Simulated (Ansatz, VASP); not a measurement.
**TlB8 in VASP and in Ansatz**

```
CELL_PARAMETERS angstrom
4.60014 0.00000 0.00000
-2.30007 3.98384 0.00000
0.00000 0.00000 5.37161
ATOMIC_POSITIONS crystal
Tl 0.00000 0.00000 0.50000
B 0.50000 0.00000 0.50000
B 0.00000 0.50000 0.50000
B 0.50000 0.50000 0.50000
B 0.33333 0.66667 0.22746
B 0.33333 0.66667 0.77254
B 0.66667 0.33333 0.77254
B 0.66667 0.33333 0.22746
B 0.00000 0.00000 0.00000
```

Alike in both runs: task relaxation of cell and atoms; functional PBE; k mesh 6 × 6 × 4; occupations gaussian, width 0.1 eV; no spin polarisation.

|  | VASP | Ansatz |
| --- | --- | --- |
| version | VASP 6.6.1 | Ansatz 0.2.0 |
| potentials or method | VASP PAW PBE potentials, release 64 (Tl_d, B), cutoff 600 eV | scalar-relativistic, plane waves, PAW |
| valence electrons in the cell | 37 | 37 |

```tsv
	VASP	Ansatz	Ansatz less VASP
gap on the k mesh at the Fermi level, each at its own relaxed structure (eV)	none	none	-
relaxed volume (Å³/atom)	10.77	10.77	+0.004
relaxed cell length with the largest relative difference (Å)	3.885	3.893	+0.0077
```

A gap of «none» marks a metal or a gap that the smearing closes.

Neither program's run includes spin-orbit coupling.
